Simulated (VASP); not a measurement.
Set up this calculation in VASP 6.6.1, as the native input.

* Task: single point
* Functional: PBE
* Potentials or basis: VASP PAW PBE potentials, release 64 (Ta_pv, Al, N)
* Cutoff: 520 eV
* k mesh: 12 × 12 × 6
* Occupations: gaussian, width 0.1 eV
* Spin: no spin polarisation
* Dipole correction: no
* Further INCAR settings: ALGO = Normal; EDIFF = 1e-06; NBANDS = 30

The structure of TaAl3N4 lies in POSCAR:

```
TaAl3N4
1.0
    2.9597642551      0.0000000000      0.0000000000
    0.0000000000      2.9597642551      0.0000000000
    0.0000000000      0.0000000000      8.4894613120
Ta Al N
1 3 4
Direct
    0.5000000000      0.5000000000      0.0000000000
    0.0000000000      0.0000000000      0.2628148496
    0.5000000000      0.5000000000      0.5000000000
    0.0000000000      0.0000000000      0.7371851504
    0.0000000000      0.0000000000      0.0000000000
    0.5000000000      0.5000000000      0.2656482268
    0.0000000000      0.0000000000      0.5000000000
    0.5000000000      0.5000000000      0.7343517732
```

These files were run (other wordings do the same):

INCAR

```
SYSTEM = TaAl3N4
ALGO = Normal
EDIFF = 1E-6
ENCUT = 520
GGA = PE
ISIF = 2
ISMEAR = 0
LASPH = .True.
LCHARG = .False.
LREAL = .False.
LWAVE = .False.
NBANDS = 30
NELM = 100
PREC = Accurate
SIGMA = 0.1
```

KPOINTS

```
k-points
0
Gamma
  12 12 6
  0 0 0
```

Potentials or basis: VASP PAW PBE potentials, release 64 (Ta_pv, Al, N).

Run with:

```bash
$ cat potpaw_PBE.64/Ta_pv/POTCAR potpaw_PBE.64/Al/POTCAR potpaw_PBE.64/N/POTCAR > POTCAR
$ mpirun -np 1 vasp_std > vasp.out
```

It gave:

```yaml
Pressure: 0.1 GPa
Largest_force: 0.016 eV/Å
Band_gap_on_the_k_mesh: zero (bands 20 and 21 overlap by 4.16 eV)
```

Caveat: spin-orbit coupling is left out, which moves the levels of the heavy elements.

It took 5.3 min on 1 thread of AMD EPYC 7R13 (shared host), peak memory 0.31 GiB.
